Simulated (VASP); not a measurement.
# PbS (Fm-3m) in VASP: further runs

Aim: see how the results for PbS move with the level of theory and the settings. Levels: PBE-based screened hybrid with 75 % exact exchange, PBE-based screened hybrid with 10 % exact exchange, PBE-based screened hybrid with 100 % exact exchange, HSE06. Tasks: single point.

Program: VASP 6.6.1. These are calculated values, not measurements. Logs are shortened: lines on timing, memory, paths and dates and some standing lists are left out, and cuts for length are marked.

### 1 The cell of the first run

Symmetry: Fm-3m, No. 225, cubic system. Conventional cell: a = 5.974 Å, b = 5.974 Å, c = 5.974 Å, α = 90.00°, β = 90.00°, γ = 90.00°. Within 3.9 Å of Pb (site symmetry m-3m) lie 6 S at 2.99 Å. Within 3.9 Å of S (site symmetry m-3m) lie 6 Pb at 2.99 Å.

### 2 Single point, PBE-based screened hybrid with 75 % exact exchange

File POSCAR:

```
PbS
1.0
    0.0000000000      2.9872327164      2.9872327164
    2.9872327164      0.0000000000      2.9872327164
    2.9872327164      2.9872327164      0.0000000000
Pb S
1 1
Direct
    0.0000000000      0.0000000000      0.0000000000
    0.5000000000      0.5000000000      0.5000000000
```

File INCAR.step1:

```
SYSTEM = PbS
PREC = Accurate ; ENCUT = 520
EDIFF = 1E-5 ; ISMEAR = 0
SIGMA = 0.01 ; LREAL = .FALSE.
LASPH = .TRUE. ; NELM = 100
ALGO = Normal ; ISIF = 2
LWAVE = .TRUE. ; NBANDS = 17
GGA = PE
```

File INCAR.step2:

```
SYSTEM = PbS
PREC = Accurate ; ENCUT = 520
EDIFF = 1E-7 ; ISMEAR = 0
SIGMA = 0.01 ; LREAL = .FALSE.
LASPH = .TRUE. ; NELM = 100
ALGO = Normal ; ISIF = 2
LWAVE = .FALSE. ; LCHARG = .TRUE.
GGA = PE ; LHFCALC = .TRUE.
AEXX = 0.75 ; HFSCREEN = 0.2078
PRECFOCK = Normal ; LELF = .TRUE.
LVHAR = .TRUE. ; NBANDS = 17
ISTART = 1
```

File KPOINTS:

```
regular mesh
0
G
  4 4 4
  0 0 0
```

Potentials or basis: VASP PAW PBE potentials, release 64 (Pb_d, S).

Command:

```console
> cat potpaw_PBE.64/Pb_d/POTCAR potpaw_PBE.64/S/POTCAR > POTCAR
> cp INCAR.step1 INCAR
> mpirun -np 1 vasp_std > vasp.out
> cp INCAR.step2 INCAR
> mpirun -np 1 vasp_std > vasp.out
```

OUTCAR:

```text
SYSTEM = PbS
   PREC = Accurate
   ENCUT = 520
   EDIFF = 1E-7
   ISMEAR = 0
   LREAL = .FALSE.
   LASPH = .TRUE.
   NELM = 100
   ISIF = 2
   GGA = PE
   LHFCALC = .TRUE.
   AEXX = 0.75
   HFSCREEN = 0.2078
   PRECFOCK = Normal
   ISTART = 1

 ion  position               nearest neighbor table
   1  0.000  0.000  0.000-   2 2.99   2 2.99   2 2.99   2 2.99   2 2.99   2 2.99
   2  0.500  0.500  0.500-   1 2.99   1 2.99   1 2.99   1 2.99   1 2.99   1 2.99

  LATTYP: Found a face centered cubic cell.
 ALAT       =     5.9744654328

  Lattice vectors:

 A1 = (   0.0000000000,   2.9872327164,   2.9872327164)
 A2 = (   2.9872327164,   0.0000000000,   2.9872327164)
 A3 = (   2.9872327164,   2.9872327164,   0.0000000000)

Analysis of symmetry for initial positions (statically):
=====================================================================
 Subroutine PRICEL returns:
 Original cell was already a primitive cell.

 Routine SETGRP: Setting up the symmetry group for a
 face centered cubic supercell.

 Subroutine GETGRP returns: Found 48 space group operations
 (whereof 48 operations were pure point group operations)
 out of a pool of 48 trial point group operations.

The static configuration has the point symmetry O_h .

Analysis of symmetry for dynamics (positions and initial velocities):
=====================================================================
 Subroutine PRICEL returns:
 Original cell was already a primitive cell.

 Routine SETGRP: Setting up the symmetry group for a
 face centered cubic supercell.

 Subroutine GETGRP returns: Found 48 space group operations
 (whereof 48 operations were pure point group operations)
 out of a pool of 48 trial point group operations.

The dynamic configuration has the point symmetry O_h .

 Subroutine INISYM returns: Found 48 space group operations
 (whereof 48 operations are pure point group operations),
 and found     1 'primitive' translations

----------------------------------------------------------------------------------------

                                     Primitive cell

  volume of cell :      53.3135

  direct lattice vectors                    reciprocal lattice vectors
     0.000000000  2.987232716  2.987232716    -0.167378992  0.167378992  0.167378992
     2.987232716  0.000000000  2.987232716     0.167378992 -0.167378992  0.167378992
     2.987232716  2.987232716  0.000000000     0.167378992  0.167378992 -0.167378992

  length of vectors
     4.224585021  4.224585021  4.224585021     0.289908918  0.289908918  0.289908918

  position of ions in fractional coordinates (direct lattice)
     0.000000000  0.000000000  0.000000000
     0.500000000  0.500000000  0.500000000

  ion indices of the primitive-cell ions
   primitive index   ion index
                 1           1
                 2           2

----------------------------------------------------------------------------------------

 KPOINTS: regular mesh

Automatic generation of k-mesh.
 Grid dimensions read from file:
 generate k-points for:    4    4    4

 Generating k-lattice:

  Cartesian coordinates                     Fractional coordinates (reciprocal lattice)
    -0.041844748  0.041844748  0.041844748     0.250000000  0.000000000  0.000000000
     0.041844748 -0.041844748  0.041844748     0.000000000  0.250000000  0.000000000
     0.041844748  0.041844748 -0.041844748     0.000000000  0.000000000  0.250000000

  Length of vectors
     0.072477229  0.072477229  0.072477229

  Shift w.r.t. Gamma in fractional coordinates (k-lattice)
     0.000000000  0.000000000  0.000000000

 Subroutine IBZKPT returns following result:
 ===========================================

 Found      8 irreducible k-points:

 Following reciprocal coordinates:
            Coordinates               Weight
  0.000000  0.000000  0.000000      1.000000
  0.250000  0.000000  0.000000      8.000000
  0.500000  0.000000  0.000000      4.000000
  0.250000  0.250000  0.000000      6.000000
  0.500000  0.250000  0.000000     24.000000
 -0.250000  0.250000  0.000000     12.000000
  0.500000  0.500000  0.000000      3.000000
 -0.250000  0.500000  0.250000      6.000000
   k-points           NKPTS =      8   k-points in BZ     NKDIM =     64   number of bands    NBANDS=     17
   number of dos      NEDOS =    301   number of ions     NIONS =      2
   total plane-waves  NPLWV =  32768
   dimension x,y,z NGX =    32 NGY =   32 NGZ =   32
   dimension x,y,z NGXF=    64 NGYF=   64 NGZF=   64
   ions per type =               1   1
   NGX,Y,Z   is equivalent  to a cutoff of  12.59, 12.59, 12.59 a.u.
   NGXF,Y,Z  is equivalent  to a cutoff of  25.19, 25.19, 25.19 a.u.
 SYSTEM =  PbS
   PREC   = accura    normal or accurate (medium, high low for compatibility)
   ISTART =      1    job   : 0-new  1-cont  2-samecut
   ICHARG =      0    charge: 1-file 2-atom 10-const
   ISPIN  =      1    spin polarized calculation?
   LNONCOLLINEAR =      F non collinear calculations
   LSORBIT =      F    spin-orbit coupling
   LASPH  =      T    aspherical Exc in radial PAW
   ENCUT  =  520.0 eV  38.22 Ry    6.18 a.u.   7.85  7.85  7.85*2*pi/ulx,y,z
   NELM   =    100;   NELMIN=  2; NELMDL=  0     # of ELM steps
   EDIFF  = 0.1E-06   stopping-criterion for ELM
   LREAL  =      F    real-space projection
   EDIFFG = 0.1E-05   stopping-criterion for IOM
   NSW    =      0    number of steps for IOM
   IBRION =     -1    ionic relax: 0-MD 1-quasi-New 2-CG
   NFREE  =      0    steps in history (QN), initial steepest desc. (CG)
   ISIF   =      2    stress and relaxation
   ISYM   =      3    0-nonsym 1-usesym 2-fastsym
   POTIM  = 0.5000    time-step for ionic-motion
   TEBEG  =    0.0;   TEEND  =   0.0 temperature during run
   PSTRESS=    0.0 pullay stress
   NELECT =      20.0000    total number of electrons
   NUPDOWN=      -1.0000    fix difference up-down
   EMIN   =  10.00;   EMAX   =-10.00  energy-range for DOS
   EFERMI =   0.00;   METHOD = LEGACY
   ISMEAR =     0;   SIGMA  =   0.01  broadening in eV -4-tet -1-fermi 0-gaus
   EFERMI_NEDOS =   21; number of points for ismear=-14 and -15
   IALGO  =     38    algorithm
   IMIX   =      1    mixing-type and parameters
     AMIX     =   0.40;   BMIX     =  1.00
     AMIX_MAG =   1.60;   BMIX_MAG =  1.00
  volume/ion in A,a.u.               =      26.66       179.89
  Fermi-wavevector in a.u.,A,eV,Ry     =   1.180699  2.231197 18.967196  1.394050
  Thomas-Fermi vector in A             =   2.316986
   LORBIT       =      0    0 simple, 1 ext, 2 COOP (PROOUT), +10 PAW based schemes
   GGA     = PE    functional components
   LHFCALC =     T    Hartree Fock is set to
   PRECFOCK=normal    Normal, Fast or Accurate (Low or Medium for compatibility)
   ENCUT4O =  -1.0   cutoff for four orbital integrals eV
   NKREDX  =     1    reduce k-point grid by
   NKREDY  =     1    reduce k-point grid by
   NKREDZ  =     1    reduce k-point grid by
   AEXX    =    0.7500 exact exchange contribution
   HFSCREEN=    0.2078 screening length (either q_TF or 0.3 A-1)
   HFSCREENC=   0.2078 screening length for correlation (either q_TF or 0.3 A-1)
   ENCUTFOCK=  -1.0 apply spherical cutoff to Coloumb kernel
   IVDW    =     0    specifies the selected vdW correction
   LEPSILON=     F    determine dielectric tensor
   LRPA    =     F    only Hartree local field effects (RPA)
 non-spin polarized calculation
 Gauss-broadening in eV      SIGMA  =   0.01
  energy-cutoff  :      520.00
  volume of cell :       53.31
 maximum number of plane-waves:      1459
  NGX = 24; NGY = 24; NGZ = 24

 number of electron      20.0000001 magnetization

 Free energy of the ion-electron system (eV)
  ---------------------------------------------------
  ext. energy  EPLUGINS =         0.00000000
  ---------------------------------------------------
  free energy    TOTEN  =       -13.96409188 eV

  energy without entropy =      -13.96409188  energy(sigma->0) =      -13.96409188

 E-fermi :   4.6328     XC(G=0):  -4.7351

 val. band max:        4.5617003377   @ k =   0.5000   0.0000   0.0000
 cond. band min:       6.5274212761   @ k =   0.5000   0.0000   0.0000
 fundamental gap:      1.9657209384
 Fermi energy:         4.6328231383

 k-point     1 :       0.0000    0.0000    0.0000
  band No.  band energies     occupation
      1     -17.4464      2.00000
      2     -17.4464      2.00000
      3     -17.4273      2.00000
      4     -17.4273      2.00000
      5     -17.4273      2.00000
      6     -13.3364      2.00000
      7      -2.4394      2.00000
      8       1.4200      2.00000
      9       1.4200      2.00000
     10       1.4200      2.00000
     11      12.3517      0.00000
     12      12.3517      0.00000
     13      12.3517      0.00000
     14      13.5272      0.00000
     15      13.5272      0.00000
     16      13.5272      0.00000
     17      15.4331      0.00000

 k-point     2 :       0.2500    0.0000    0.0000
  band No.  band energies     occupation
      1     -17.4649      2.00000
      2     -17.4649      2.00000
      3     -17.4264      2.00000
      4     -17.4095      2.00000
      5     -17.4095      2.00000
      6     -12.7540      2.00000
      7      -4.6151      2.00000
      8       1.5862      2.00000
      9       1.5862      2.00000
     10       3.1360      2.00000
     11       8.7476      0.00000
     12       9.8144      0.00000
     13       9.8144      0.00000
     14      13.6432      0.00000
     15      14.9933      0.00000
     16      14.9933      0.00000
     17      19.1177      0.00000

 k-point     3 :       0.5000    0.0000    0.0000
  band No.  band energies     occupation
      1     -17.4850      2.00000
      2     -17.4850      2.00000
      3     -17.4266      2.00000
      4     -17.3900      2.00000
      5     -17.3900      2.00000
      6     -11.9489      2.00000
      7      -6.4217      2.00000
      8       1.7987      2.00000
      9       1.7987      2.00000
     10       4.5617      2.00000
     11       6.5274      0.00000
     12       8.3344      0.00000
     13       8.3344      0.00000
     14      15.6838      0.00000
     15      17.7040      0.00000
     16      17.7040      0.00000
     17      18.0024      0.00000

 k-point     4 :       0.2500    0.2500    0.0000
  band No.  band energies     occupation
      1     -17.5196      2.00000
      2     -17.4382      2.00000
      3     -17.4351      2.00000
      4     -17.4016      2.00000
      5     -17.4016      2.00000
      6     -12.5278      2.00000
      7      -4.2270      2.00000
      8       0.6217      2.00000
      9       0.6217      2.00000
     10       2.3065      2.00000
     11       8.8665      0.00000
     12      11.1832      0.00000
     13      11.9607      0.00000
     14      11.9607      0.00000
     15      17.1479      0.00000
     16      17.2997      0.00000
     17      17.4310      0.00000

 k-point     5 :       0.5000    0.2500    0.0000
  band No.  band energies     occupation
      1     -17.5558      2.00000
      2     -17.4530      2.00000
      3     -17.4294      2.00000
      4     -17.3941      2.00000
      5     -17.3836      2.00000
      6     -11.6952      2.00000
      7      -5.4824      2.00000
      8      -0.4136      2.00000
      9       0.6898      2.00000
     10       1.8000      2.00000
     11       9.3289      0.00000
     12      10.5349      0.00000
     13      11.0977      0.00000
     14      13.1306      0.00000
     15      17.9238      0.00000
     16      18.3649      0.00000
     17      19.0528      0.00000

 k-point     6 :      -0.2500    0.2500    0.0000
  band No.  band energies     occupation
      1     -17.5037      2.00000
      2     -17.4751      2.00000
      3     -17.4156      2.00000
      4     -17.4035      2.00000
      5     -17.3990      2.00000
      6     -11.9946      2.00000
      7      -5.5351      2.00000
      8      -0.4312      2.00000
      9       1.6928      2.00000
     10       3.5613      2.00000
     11       7.6964      0.00000
     12       8.8868      0.00000
     13      11.0405      0.00000
     14      15.3918      0.00000
     15      15.9283      0.00000
     16      17.1306      0.00000
     17      18.1423      0.00000

 k-point     7 :       0.5000    0.5000    0.0000
  band No.  band energies     occupation
      1     -17.6301      2.00000
      2     -17.4493      2.00000
      3     -17.4240      2.00000
      4     -17.3738      2.00000
      5     -17.3738      2.00000
      6     -11.4027      2.00000
      7      -3.9201      2.00000
      8      -2.2787      2.00000
      9      -0.1182      2.00000
     10      -0.1182      2.00000
     11      10.1529      0.00000
     12      12.8375      0.00000
     13      12.9594      0.00000
     14      12.9594      0.00000
     15      18.8488      0.00000
     16      19.9639      0.00000
     17      20.1677      0.00000

 k-point     8 :      -0.2500    0.5000    0.2500
  band No.  band energies     occupation
      1     -17.5796      2.00000
      2     -17.4549      2.00000
      3     -17.4132      2.00000
      4     -17.4132      2.00000
      5     -17.3738      2.00000
      6     -11.3845      2.00000
      7      -5.0426      2.00000
      8      -1.3165      2.00000
      9      -1.3165      2.00000
     10       3.0063      2.00000
     11       8.6697      0.00000
     12      11.5273      0.00000
     13      11.5273      0.00000
     14      15.4115      0.00000
     15      15.4115      0.00000
     16      19.6768      0.00000
     17      20.1731      0.00000

------------------------ aborting loop because EDIFF is reached ----------------------------------------

  FORCE on cell =-STRESS in cart. coord.  units (eV):
  Direction    XX          YY          ZZ          XY          YZ          ZX
  --------------------------------------------------------------------------------------
  -------------------------------------------------------------------------------------
  Total       -0.6384138     -0.6384138     -0.6384138      0.0000000      0.0000000      0.0000000
  in kB      -19.1856135    -19.1856135    -19.1856135      0.0000000      0.0000000      0.0000000
  external PRESSURE =     -19.1856135 kB  Pullay stress =       0.0000000 kB

 VOLUME and BASIS-vectors are now :
 -----------------------------------------------------------------------------
  energy-cutoff  :      520.00
  volume of cell :       53.31
      direct lattice vectors                 reciprocal lattice vectors
     0.000000000  2.987232716  2.987232716    -0.167378992  0.167378992  0.167378992
     2.987232716  0.000000000  2.987232716     0.167378992 -0.167378992  0.167378992
     2.987232716  2.987232716  0.000000000     0.167378992  0.167378992 -0.167378992

 POSITION                                       TOTAL-FORCE (eV/Angst)
 -----------------------------------------------------------------------------------
      0.00000      0.00000      0.00000         0.000000      0.000000      0.000000
      2.98723      2.98723      2.98723        -0.000000     -0.000000     -0.000000
 -----------------------------------------------------------------------------------
    total drift:                                0.000001      0.000002      0.000002

  FREE ENERGIE OF THE ION-ELECTRON SYSTEM (eV)
  ---------------------------------------------------
  free  energy   TOTEN  =       -13.9640918754 eV

  energy  without entropy=      -13.9640918754  energy(sigma->0) =      -13.96409188
```

It took 9.8 min on 1 thread of Intel Xeon Platinum 8259CL at 2.50GHz (Skylake/Cascade Lake), shared host; peak memory 0.28 GiB.

What came out:

- Free energy: -13.9641 eV
- Pressure: -1.9 GPa
- Band gap on the k mesh: 1.97 eV

Caveat: the k points lie up to 0.46 Å⁻¹ apart; the PAW data sets were made with another functional, which shifts forces and pressure a little; spin-orbit coupling is left out, which moves the levels of the heavy elements.

### 3 Single point, PBE-based screened hybrid with 10 % exact exchange

POSCAR is that of step 2.

File INCAR.step1:

```
SYSTEM = PbS
PREC = Accurate
ENCUT = 520
EDIFF = 1E-5
ISMEAR = 0
SIGMA = 0.01
LREAL = .FALSE.
LASPH = .TRUE.
NELM = 80
ALGO = Normal
ISIF = 2
LWAVE = .TRUE.
GGA = PE
NBANDS = 17
```

File INCAR.step2:

```
SYSTEM = PbS
PREC = Accurate
ENCUT = 520
EDIFF = 1E-6
ISMEAR = 0
SIGMA = 0.01
LREAL = .FALSE.
LASPH = .TRUE.
NELM = 80
ALGO = Normal
ISIF = 2
LWAVE = .FALSE.
LCHARG = .TRUE.
GGA = PE
LHFCALC = .TRUE.
AEXX = 0.1
HFSCREEN = 0.5
PRECFOCK = Normal
LELF = .TRUE.
LVHAR = .TRUE.
ISTART = 1
NBANDS = 17
```

File KPOINTS:

```
Automatic mesh
0
G
  4 4 4
  0 0 0
```

Potentials or basis: VASP PAW PBE potentials, release 64 (Pb_d, S).

Command:

```console
> cat potpaw_PBE.64/Pb_d/POTCAR potpaw_PBE.64/S/POTCAR > POTCAR
> cp INCAR.step1 INCAR
> mpirun -np 1 vasp_std > vasp.out
> cp INCAR.step2 INCAR
> mpirun -np 1 vasp_std > vasp.out
```

Run time: 4.2 min. Hardware: 1 thread of Intel Xeon Platinum 8259CL at 2.50GHz (Skylake/Cascade Lake), shared host; peak memory 0.28 GiB.

It converged, with:

- Free energy: -9.0722 eV
- Pressure: 0.6 GPa
- Band gap on the k mesh: 0.50 eV

Levels at points of the mesh, in eV from the valence-band top:
```tsv
k point	band 7	band 8	band 9	band 10	band 11	band 12	band 13	band 14
(0.00, 0.00, 0.00)	-6.14	-2.13	-2.13	-2.13	5.32	5.32	5.32	6.92
(0.50, 0.00, 0.00)	-8.87	-1.76	-1.76	0.00	0.50	2.11	2.11	8.80
(0.50, 0.50, 0.00)	-7.25	-5.13	-3.39	-3.39	4.05	5.68	5.79	5.79
```

Caveat: the k points lie up to 0.46 Å⁻¹ apart; the PAW data sets were made with another functional, which shifts forces and pressure a little; spin-orbit coupling is left out, which moves the levels of the heavy elements. A k mesh can miss the band edges.

[end of part 1 of 2]
